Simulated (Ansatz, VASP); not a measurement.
# Two plane-wave programs on AlGa3N4

POSCAR

```
AlGa3N4
1.0
    4.5769780635      0.0000000000      0.0000000000
    0.0000000000      4.5769780635      0.0000000000
    0.0000000000      0.0000000000      4.4653444522
Al Ga N
1 3 4
Direct
    0.0000000000      0.0000000000      0.0000000000
    0.5000000000      0.5000000000      0.0000000000
    0.5000000000      0.0000000000      0.5000000000
    0.0000000000      0.5000000000      0.5000000000
    0.7553510553      0.7553510553      0.2446489447
    0.7553510553      0.2446489447      0.7553510553
    0.2446489447      0.7553510553      0.7553510553
    0.2446489447      0.2446489447      0.2446489447
```

The input INCAR.step1:

```
  ALGO = Normal
  EDIFF = 1E-4
  ENCUT = 520
  GGA = PE
  ISMEAR = 0
  LASPH = True
  LCHARG = False
  LREAL = False
  LWAVE = True
  NBANDS = 41
  NELM = 60
  PREC = Accurate
  SIGMA = 0.05
```

INCAR.step2

```
  ALGO = Normal
  EDIFF = 1E-6
  ENCUT = 520
  ISIF = 2
  ISMEAR = 0
  ISTART = 1
  LASPH = True
  LCHARG = True
  LELF = True
  LMIXTAU = True
  LREAL = False
  LVHAR = True
  LWAVE = False
  METAGGA = R2SCAN
  NBANDS = 41
  NELM = 60
  PREC = Accurate
  SIGMA = 0.05
```

The input KPOINTS:

```
k-points
0
Gamma
  6 6 6
```

Input for Ansatz:

```yaml
crystal:
  lattice:
    - [4.5769780635, 0.0, 0.0]
    - [0.0, 4.5769780635, 0.0]
    - [0.0, 0.0, 4.4653444522]
  atoms:
    - { symbol: Al, position: [0.0, 0.0, 0.0] }
    - { symbol: Ga, position: [0.5, 0.5, 0.0] }
    - { symbol: Ga, position: [0.5, 0.0, 0.5] }
    - { symbol: Ga, position: [0.0, 0.5, 0.5] }
    - { symbol: "N", position: [0.7553510553, 0.7553510553, 0.2446489447] }
    - { symbol: "N", position: [0.7553510553, 0.2446489447, 0.7553510553] }
    - { symbol: "N", position: [0.2446489447, 0.7553510553, 0.7553510553] }
    - { symbol: "N", position: [0.2446489447, 0.2446489447, 0.2446489447] }
basis:
  ecutwfc: 500
kpoints:
  mp_grid: { grid: [6, 6, 6] }
hamiltonian:
  xc: r2scan
scf:
  occupations: { method: gaussian, width: 0.05 }
output:
  forces: true
  stress: true
  eigenvalues: true
```

Change from the starting cell: strain +0.025 along x and y, +0.000 along z, atoms carried along.

Alike in both runs: task single point; functional r2SCAN; k mesh 6 × 6 × 6; occupations gaussian, width 0.05 eV; no spin polarisation.

|  | VASP | Ansatz |
| --- | --- | --- |
| version | VASP 6.6.1 | Ansatz 0.2.0 |
| potentials or method | VASP PAW PBE potentials, release 64 (Al, Ga_d, N), cutoff 520 eV | scalar-relativistic, plane waves, PAW |
| valence electrons in the cell | 62 | 62 |

|  | VASP | Ansatz | Ansatz less VASP |
| --- | --- | --- | --- |
| gap on the k mesh at the Fermi level (eV) | 2.39 | 2.39 | -0.002 |
| least direct gap on the mesh (eV) | 2.39 | 2.39 | -0.002 |
| pressure (GPa) | -8.3 | -8.9 | -0.61 |
| traceless stress, the component that is largest in VASP (GPa) | 2.07 | 2.16 | +0.094 |
| rms of the force components (eV/Å) | 0.030 | 0.009 | -0.0207 |

VASP's potentials were made for PBE, not for r2SCAN. Atom by atom the forces differ by 0.030 eV/Å (rms over components).
